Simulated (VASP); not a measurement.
# In2Au (Fm-3m) in VASP: single point with LDA

Aim: the single point of In2Au with LDA.

Program: VASP 6.6.1. These are calculated values, not measurements. Logs are shortened: lines on timing, memory, paths and dates and some standing lists are left out, and cuts for length are marked.

## Step 1: The cell of the first run

Symmetry: Fm-3m, No. 225, cubic system. Conventional cell: a = 6.588 Å, b = 6.588 Å, c = 6.588 Å, α = 90.00°, β = 90.00°, γ = 90.00°. Within 3.8 Å of In (site symmetry -43m) lie 4 Au at 2.85 Å and 6 In at 3.29 Å. Au (site symmetry m-3m) has 8 In at 2.85 Å within 3.8 Å.

## Step 2: Single point, LDA (23.82 Å³/atom)

The input, INCAR:

```
SYSTEM = In2Au
  ALGO = Normal
  EDIFF = 1E-6
  ENCUT = 520
  ISIF = 2
  ISMEAR = -1
  LASPH = .TRUE.
  LCHARG = .TRUE.
  LELF = .TRUE.
  LREAL = .FALSE.
  LVHAR = .TRUE.
  LWAVE = .FALSE.
  NBANDS = 26
  NELM = 80
  PREC = Accurate
  SIGMA = 0.05
```

The input, KPOINTS:

```
k-points
0
G
  10 10 10
  0 0 0
```

The input, POSCAR:

```
In2Au
1.0
    0.0000000000      3.2937812218      3.2937812218
    3.2937812218      0.0000000000      3.2937812218
    3.2937812218      3.2937812218      0.0000000000
In Au
2 1
Direct
    0.2500000000      0.2500000000      0.2500000000
    0.7500000000      0.7500000000      0.7500000000
    0.0000000000      0.0000000000      0.0000000000
```

Potentials or basis: VASP PAW LDA potentials, release 64 (In_d, Au).

Launch:

```sh
> cat potpaw_LDA.64/In_d/POTCAR potpaw_LDA.64/Au/POTCAR > POTCAR
> mpirun -np 1 vasp_std > vasp.out
```

OUTCAR:

```text
SYSTEM = In2Au
   EDIFF = 1E-6
   ENCUT = 520
   ISIF = 2
   ISMEAR = -1
   LASPH = .TRUE.
   LREAL = .FALSE.
   NELM = 80
   PREC = Accurate

 ion  position               nearest neighbor table
   1  0.250  0.250  0.250-   3 2.85   3 2.85   3 2.85   3 2.85   2 3.29   2 3.29   2 3.29   2 3.29
                             2 3.29   2 3.29
   2  0.750  0.750  0.750-   3 2.85   3 2.85   3 2.85   3 2.85   1 3.29   1 3.29   1 3.29   1 3.29
                             1 3.29   1 3.29
   3  0.000  0.000  0.000-   1 2.85   2 2.85   2 2.85   2 2.85   2 2.85   1 2.85   1 2.85   1 2.85

  LATTYP: Found a face centered cubic cell.
 ALAT       =     6.5875624436

  Lattice vectors:

 A1 = (   0.0000000000,   3.2937812218,   3.2937812218)
 A2 = (   3.2937812218,   0.0000000000,   3.2937812218)
 A3 = (   3.2937812218,   3.2937812218,   0.0000000000)

Analysis of symmetry for initial positions (statically):
=====================================================================
 Subroutine PRICEL returns:
 Original cell was already a primitive cell.

 Routine SETGRP: Setting up the symmetry group for a
 face centered cubic supercell.

 Subroutine GETGRP returns: Found 48 space group operations
 (whereof 48 operations were pure point group operations)
 out of a pool of 48 trial point group operations.

The static configuration has the point symmetry O_h .

Analysis of symmetry for dynamics (positions and initial velocities):
=====================================================================
 Subroutine PRICEL returns:
 Original cell was already a primitive cell.

 Routine SETGRP: Setting up the symmetry group for a
 face centered cubic supercell.

 Subroutine GETGRP returns: Found 48 space group operations
 (whereof 48 operations were pure point group operations)
 out of a pool of 48 trial point group operations.

The dynamic configuration has the point symmetry O_h .

 Subroutine INISYM returns: Found 48 space group operations
 (whereof 48 operations are pure point group operations),
 and found     1 'primitive' translations

----------------------------------------------------------------------------------------

                                     Primitive cell

  volume of cell :      71.4684

  direct lattice vectors                    reciprocal lattice vectors
     0.000000000  3.293781222  3.293781222    -0.151801218  0.151801218  0.151801218
     3.293781222  0.000000000  3.293781222     0.151801218 -0.151801218  0.151801218
     3.293781222  3.293781222  0.000000000     0.151801218  0.151801218 -0.151801218

  length of vectors
     4.658110075  4.658110075  4.658110075     0.262927422  0.262927422  0.262927422

  position of ions in fractional coordinates (direct lattice)
     0.250000000  0.250000000  0.250000000
     0.750000000  0.750000000  0.750000000
     0.000000000  0.000000000  0.000000000

  ion indices of the primitive-cell ions
   primitive index   ion index
                 1           1
                 2           2
                 3           3

----------------------------------------------------------------------------------------

 KPOINTS: k-points

Automatic generation of k-mesh.
 Grid dimensions read from file:
 generate k-points for:   10   10   10

 Generating k-lattice:

  Cartesian coordinates                     Fractional coordinates (reciprocal lattice)
    -0.015180122  0.015180122  0.015180122     0.100000000  0.000000000  0.000000000
     0.015180122 -0.015180122  0.015180122     0.000000000  0.100000000  0.000000000
     0.015180122  0.015180122 -0.015180122     0.000000000  0.000000000  0.100000000

  Length of vectors
     0.026292742  0.026292742  0.026292742

  Shift w.r.t. Gamma in fractional coordinates (k-lattice)
     0.000000000  0.000000000  0.000000000

 Subroutine IBZKPT returns following result:
 ===========================================

 Found     47 irreducible k-points:

 Following reciprocal coordinates:
            Coordinates               Weight
  0.000000  0.000000  0.000000      1.000000
  0.100000  0.000000  0.000000      8.000000
  0.200000  0.000000  0.000000      8.000000
  0.300000  0.000000  0.000000      8.000000
  0.400000  0.000000  0.000000      8.000000
  0.500000  0.000000  0.000000      4.000000
[... 16 lines left out ...]
  0.300000  0.300000  0.000000      6.000000
  0.400000  0.300000  0.000000     24.000000
 [... further k-points ...]
   k-points           NKPTS =     47   k-points in BZ     NKDIM =     47   number of bands    NBANDS=     26
   number of dos      NEDOS =    301   number of ions     NIONS =      3
   total plane-waves  NPLWV =  46656
   dimension x,y,z NGX =    36 NGY =   36 NGZ =   36
   dimension x,y,z NGXF=    72 NGYF=   72 NGZF=   72
   ions per type =               2   1
   NGX,Y,Z   is equivalent  to a cutoff of  12.85, 12.85, 12.85 a.u.
   NGXF,Y,Z  is equivalent  to a cutoff of  25.70, 25.70, 25.70 a.u.
 SYSTEM =  In2Au
   PREC   = accura    normal or accurate (medium, high low for compatibility)
   ISTART =      0    job   : 0-new  1-cont  2-samecut
   ICHARG =      2    charge: 1-file 2-atom 10-const
   ISPIN  =      1    spin polarized calculation?
   LNONCOLLINEAR =      F non collinear calculations
   LSORBIT =      F    spin-orbit coupling
   LASPH  =      T    aspherical Exc in radial PAW
   ENCUT  =  520.0 eV  38.22 Ry    6.18 a.u.   8.66  8.66  8.66*2*pi/ulx,y,z
   NELM   =     80;   NELMIN=  2; NELMDL= -5     # of ELM steps
   EDIFF  = 0.1E-05   stopping-criterion for ELM
   LREAL  =      F    real-space projection
   EDIFFG = 0.1E-04   stopping-criterion for IOM
   NSW    =      0    number of steps for IOM
   IBRION =     -1    ionic relax: 0-MD 1-quasi-New 2-CG
   NFREE  =      0    steps in history (QN), initial steepest desc. (CG)
   ISIF   =      2    stress and relaxation
   ISYM   =      2    0-nonsym 1-usesym 2-fastsym
   POTIM  = 0.5000    time-step for ionic-motion
   TEBEG  =    0.0;   TEEND  =   0.0 temperature during run
   PSTRESS=    0.0 pullay stress
   NELECT =      37.0000    total number of electrons
   NUPDOWN=      -1.0000    fix difference up-down
   EMIN   =  10.00;   EMAX   =-10.00  energy-range for DOS
   EFERMI =   0.00;   METHOD = LEGACY
   ISMEAR =    -1;   SIGMA  =   0.05  broadening in eV -4-tet -1-fermi 0-gaus
   EFERMI_NEDOS =   21; number of points for ismear=-14 and -15
   IALGO  =     38    algorithm
   IMIX   =      4    mixing-type and parameters
     AMIX     =   0.40;   BMIX     =  1.00
     AMIX_MAG =   1.60;   BMIX_MAG =  1.00
  volume/ion in A,a.u.               =      23.82       160.76
  Fermi-wavevector in a.u.,A,eV,Ry     =   1.314530  2.484102 23.510736  1.727990
  Thomas-Fermi vector in A             =   2.444777
   LORBIT       =      0    0 simple, 1 ext, 2 COOP (PROOUT), +10 PAW based schemes
   GGA     = CA    functional components
   LHFCALC =     F    Hartree Fock is set to
   AEXX    =    0.0000 exact exchange contribution
   IVDW    =     0    specifies the selected vdW correction
   LEPSILON=     F    determine dielectric tensor
   LRPA    =     F    only Hartree local field effects (RPA)
 non-spin polarized calculation
  energy-cutoff  :      520.00
  volume of cell :       71.47
 maximum number of plane-waves:      1964
   NGX = 17   NGY = 17   NGZ = 17

 number of electron      37.0000008 magnetization

 Free energy of the ion-electron system (eV)
  ---------------------------------------------------
  ext. energy  EPLUGINS =         0.00000000
  ---------------------------------------------------
  free energy    TOTEN  =       -11.64910433 eV

  energy without entropy =      -11.63847059  energy(sigma->0) =      -11.64378746

 E-fermi :   7.3573     XC(G=0): -10.8422

 val. band max:        7.3500199301   @ k =   0.0000   0.0000   0.0000
 cond. band min:       7.3902971415   @ k =   0.5000   0.2000   0.1000
 fundamental gap:      0.0402772115
 Fermi energy:         7.3573175569

 k-point     1 :       0.0000    0.0000    0.0000
  band No.  band energies     occupation
      1      -7.3746      2.00000
      2      -7.3746      2.00000
      3      -7.2354      2.00000
      4      -7.2354      2.00000
      5      -7.2354      2.00000
      6      -6.9823      2.00000
[... 18 lines left out ...]
     25      12.8968      0.00000
     26      12.8968      0.00000

 k-point     2 :       0.1000    0.0000    0.0000
  band No.  band energies     occupation
      1      -7.3609      2.00000
      2      -7.3609      2.00000
      3      -7.2353      2.00000
      4      -7.2289      2.00000
      5      -7.2289      2.00000
      6      -6.9879      2.00000
[... 18 lines left out ...]
     25      12.9698      0.00000
     26      12.9698      0.00000

 k-point     3 :       0.2000    0.0000    0.0000
  band No.  band energies     occupation
      1      -7.3213      2.00000
      2      -7.3213      2.00000
      3      -7.2306      2.00000
      4      -7.2100      2.00000
      5      -7.2100      2.00000
      6      -7.0044      2.00000
[... 18 lines left out ...]
     25      13.5248      0.00000
     26      13.5248      0.00000

 k-point     4 :       0.3000    0.0000    0.0000
  band No.  band energies     occupation
      1      -7.2598      2.00000
      2      -7.2598      2.00000
      3      -7.2140      2.00000
      4      -7.1806      2.00000
      5      -7.1806      2.00000
      6      -7.0307      2.00000
[... 18 lines left out ...]
     25      14.5191      0.00000
     26      14.5191      0.00000
[... 496 lines left out ...]
      1      -7.3015      2.00000
      2      -7.2282      2.00000
      3      -7.1913      2.00000
      4      -7.1858      2.00000
      5      -7.1442      2.00000
      6      -7.0698      2.00000
[... 18 lines left out ...]
     25      13.9013      0.00000
     26      17.0055      0.00000

 k-point    23 :       0.3000    0.3000    0.0000
  band No.  band energies     occupation
      1      -7.3448      2.00000
      2      -7.2878      2.00000
      3      -7.1615      2.00000
      4      -7.1509      2.00000
      5      -7.1509      2.00000
      6      -7.0643      2.00000
[... 18 lines left out ...]
     25      16.0844      0.00000
     26      16.5104      0.00000

 k-point    24 :       0.4000    0.3000    0.0000
  band No.  band energies     occupation
      1      -7.3270      2.00000
      2      -7.2894      2.00000
      3      -7.1295      2.00000
      4      -7.1289      2.00000
      5      -7.1220      2.00000
      6      -7.1098      2.00000
[... 18 lines left out ...]
     25      16.9594      0.00000
     26      17.3196      0.00000

 [... further k-points ...]

------------------------ aborting loop because EDIFF is reached ----------------------------------------

  FORCE on cell =-STRESS in cart. coord.  units (eV):
  Direction    XX          YY          ZZ          XY          YZ          ZX
  --------------------------------------------------------------------------------------
  -------------------------------------------------------------------------------------
  Total       -1.6278727     -1.6278727     -1.6278727      0.0000000     -0.0000000      0.0000000
  in kB      -36.4936050    -36.4936050    -36.4936050      0.0000000     -0.0000000      0.0000000
  external PRESSURE =     -36.4936050 kB  Pullay stress =       0.0000000 kB

 VOLUME and BASIS-vectors are now :
 -----------------------------------------------------------------------------
  energy-cutoff  :      520.00
  volume of cell :       71.47
      direct lattice vectors                 reciprocal lattice vectors
     0.000000000  3.293781222  3.293781222    -0.151801218  0.151801218  0.151801218
     3.293781222  0.000000000  3.293781222     0.151801218 -0.151801218  0.151801218
     3.293781222  3.293781222  0.000000000     0.151801218  0.151801218 -0.151801218

 POSITION                                       TOTAL-FORCE (eV/Angst)
 -----------------------------------------------------------------------------------
      1.64689      1.64689      1.64689         0.000000      0.000000      0.000000
      4.94067      4.94067      4.94067        -0.000000     -0.000000     -0.000000
      0.00000      0.00000      0.00000         0.000000      0.000000      0.000000
 -----------------------------------------------------------------------------------
    total drift:                                0.000000      0.000000      0.000000

  FREE ENERGIE OF THE ION-ELECTRON SYSTEM (eV)
  ---------------------------------------------------
  free  energy   TOTEN  =       -11.6491043281 eV

  energy  without entropy=      -11.6384705924  energy(sigma->0) =      -11.64378746
```

Run time: 28 s. Hardware: 1 thread of Intel Xeon 6975P-C (Granite Rapids), shared host; peak memory 0.23 GiB.

Results:

| Property | Result |
| --- | --- |
| Free energy | -11.6491 eV |
| Pressure | -3.6 GPa |
| Band gap on the k mesh | zero (an odd number of electrons rules out a gap without spin polarisation) |

Caveat: the cell stands under tension; spin-orbit coupling is left out, which moves the levels of the heavy elements.
